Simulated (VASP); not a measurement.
A run of VASP 6.6.1 is set up as follows.

Contents of POSCAR:

```
Mg3Sb2
1.0
    4.6523906995      0.0000000000      0.0000000000
   -2.3261953497      4.0290885341      0.0000000000
    0.0000000000      0.0000000000      7.4026872679
Mg Sb
3 2
Direct
    0.3333333333      0.6666666667      0.6340511707
    0.6666666667      0.3333333333      0.3659488293
    0.0000000000      0.0000000000      0.0000000000
    0.3333333333      0.6666666667      0.2320122818
    0.6666666667      0.3333333333      0.7679877182
```

File INCAR.step1:

```
PREC = Accurate ; ENCUT = 660
ISMEAR = 0 ; SIGMA = 0.02
LREAL = False ; LASPH = True
NELM = 120 ; NBANDS = 16
GGA = PE ; ALGO = Normal
EDIFF = 1E-5 ; LWAVE = True
LCHARG = False ; GGA_COMPAT = False
```

Contents of INCAR.step2:

```
PREC = Accurate ; ENCUT = 660
EDIFF = 1E-6 ; ISMEAR = 0
SIGMA = 0.02 ; LREAL = False
LASPH = True ; NELM = 120
ALGO = Normal ; ISIF = 2
LWAVE = False ; LCHARG = False
METAGGA = R2SCAN ; LMIXTAU = True
NBANDS = 16 ; ISTART = 1
GGA_COMPAT = False
```

Contents of KPOINTS:

```
regular mesh
0
Gamma
  6 6 4
```

Potentials or basis: VASP PAW PBE potentials, release 64 (Mg, Sb).

The run is started by

```bash
$ cat potpaw_PBE.64/Mg/POTCAR potpaw_PBE.64/Sb/POTCAR > POTCAR
$ cp INCAR.step1 INCAR
$ mpirun -np 1 vasp_std > vasp.out
$ cp INCAR.step2 INCAR
$ mpirun -np 1 vasp_std > vasp.out
```

(1) Predict the pressure.

(2) Predict the band gap on the k mesh.

(3) Estimate the largest force.

Answers

(1) -2.4 GPa.

(2) 0.63 eV (least direct gap 1.50 eV).

(3) 0.010 eV/Å.

Caveat: semilocal functionals underestimate gaps, and a narrow one can read as zero; the PAW data sets were made with another functional, which shifts forces and pressure a little; spin-orbit coupling is left out, which moves the levels of the heavy elements.
